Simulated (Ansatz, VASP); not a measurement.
# Two plane-wave programs on Rh

```xyz
1
Lattice="0.0000 1.8979 1.8979 1.8979 0.0000 1.8979 1.8979 1.8979 0.0000" Properties=species:S:1:pos:R:3 pbc="T T T"
Rh    0.0000    0.0000    0.0000
```

Alike in both runs: functional PBE0; k mesh 7 × 7 × 7; occupations fermi-dirac, width 0.05 eV; no spin polarisation.

|  | VASP | Ansatz |
| --- | --- | --- |
| version | VASP 6.6.1 | Ansatz 0.2.0 |
| potentials or method | VASP PAW PBE potentials, release 64 (Rh_pv) | Ansatz PAW |
| plane-wave cutoff (eV) | 520 | 420 |
| valence electrons in the cell | 15 | 17 |
| task | single point | projected density of states |

Ansatz gave:

```
gap on the k mesh at the Fermi level (eV) : none
pressure (GPa)                            : -5.0
```

Estimate VASP's values.

gap on the k mesh at the Fermi level (eV): none; pressure (GPa): -4.5.

A gap of «none» marks a metal or a gap that the smearing closes. VASP's potentials hold 15 valence electrons a cell and Ansatz's 17, so a difference there can come from the potentials and not from the codes.

The k mesh is coarse, so the values compare programs but aren't converged.
